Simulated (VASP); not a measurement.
Crystal: Sn2TeAs2.

```
Sn Te As
1.0
    -2.42067    2.42067    5.78174
     2.42067   -2.42067    5.78174
     2.42067    2.42067   -5.78174
Sn Te As
2 1 2
Direct
  0.38500 0.38500 0.00000
  0.61500 0.61500 0.00000
  0.00000 0.00000 0.00000
  0.75000 0.25000 0.50000
  0.25000 0.75000 0.50000
```

The cell was generated, and may not be a known phase.

* Program: VASP 6.6.1
* Task: relaxation of cell and atoms
* Functional: PBE
* Potentials or basis: VASP PAW PBE potentials, release 64 (Sn_d, Te, As)
* Cutoff: 600 eV
* k mesh: 6 × 6 × 6
* Occupations: gaussian, width 0.1 eV
* Spin: no spin polarisation

At the start: pressure -0.3 GPa; volume 27.10 Å³/atom.

Problem. How do energy, volume and symmetry change on relaxing?

Solution. Over 18 steps the energy falls by 119.4 meV/atom and the volume is 26.61 Å³/atom (-1.8 %); space group I4/mmm (No. 139, to 0.1 Å) before and after.

The path:
```csv
step,energy change (eV),largest force (eV/Å),pressure (GPa),volume (Å³)
1,0.0000,2.1641,-0.26,135.52
2,-0.2061,0.0228,0.39,134.61
3,-0.2087,0.1639,0.27,134.72
4,-0.2323,0.2028,-0.09,135.53
5,-0.3046,0.3077,-1.07,137.85
6,-0.3870,0.5115,-2.76,142.01
7,-0.3934,0.5133,-2.76,141.94
8,-0.4123,0.5237,-2.79,141.72
9,-0.4494,0.5481,-2.79,141.22
10,-0.5057,0.5724,-2.67,140.04
11,-0.5027,0.6683,-1.55,136.86
12,-0.5155,0.6743,-2.38,139.00
13,-0.5532,0.5117,-1.74,137.15
14,-0.5956,0.1199,-0.07,132.88
15,-0.5961,0.0665,0.18,132.33
16,-0.5961,0.0807,0.11,132.46
17,-0.5966,0.0567,0.07,132.62
18,-0.5971,0.0014,-0.07,133.05
```

Final structure:
```
CELL_PARAMETERS angstrom
-2.61817 2.61817 4.85238
2.61817 -2.61817 4.85238
2.61817 2.61817 -4.85238
ATOMIC_POSITIONS crystal
Sn 0.35005 0.35005 0.00000
Sn 0.64995 0.64995 0.00000
Te 0.00000 0.00000 0.00000
As 0.75000 0.25000 0.50000
As 0.25000 0.75000 0.50000
```
